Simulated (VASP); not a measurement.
HgTe: single point with PBE

HgTe:

```
CELL_PARAMETERS angstrom
0.00000 3.27185 3.22350
3.27185 0.00000 3.22350
3.27185 3.27185 0.00000
ATOMIC_POSITIONS crystal
Hg 0.00000 0.00000 0.00000
Te 0.75000 0.75000 0.75000
```

This cell differs from its parent crystal: strain +0.015 along x and y, +0.000 along z.

```yaml
Program: VASP 6.6.1
Task: single point
Functional: PBE
Potentials_or_basis: VASP PAW PBE potentials, release 64 (Hg, Te)
Cutoff: 520 eV
k_mesh: 14 × 14 × 14
Occupations: gaussian, width 0.15 eV
Spin: no spin polarisation
Dipole_correction: no
Further_INCAR_settings: ALGO = Normal; EDIFF = 1e-07; NBANDS = 16
```

| Property | Result |
| --- | --- |
| Pressure | 2.6 GPa |

Stress tensor (GPa, compression positive):
```
2.56 0.00 0.00
0.00 2.56 0.00
0.00 0.00 2.75
```

Levels at points of the mesh, in eV from the Fermi level:
| k point | band 7 | band 8 | band 9 | band 10 | band 11 | band 12 |
| --- | --- | --- | --- | --- | --- | --- |
| (0.00, 0.00, 0.00) | -0.92 | -0.15 | -0.15 | -0.11 | 4.13 | 4.14 |
| (0.50, 0.00, 0.00) | -5.48 | -1.11 | -1.05 | 0.57 | 4.88 | 4.96 |
| (0.50, 0.50, 0.00) | -5.41 | -2.36 | -2.36 | 1.70 | 2.37 | 8.07 |
| (0.50, 0.00, 0.50) | -5.48 | -2.31 | -2.28 | 1.81 | 2.43 | 7.97 |

Run time: 2.1 min on 1 thread of Intel(R) Xeon(R) 6975P-C (Granite Rapids), with other jobs on the host, peak memory 0.4 GiB.

Caveat: the cell differs from its parent crystal (strain +0.015 along x and y, +0.000 along z); spin-orbit coupling is left out, which moves the levels of the heavy elements.
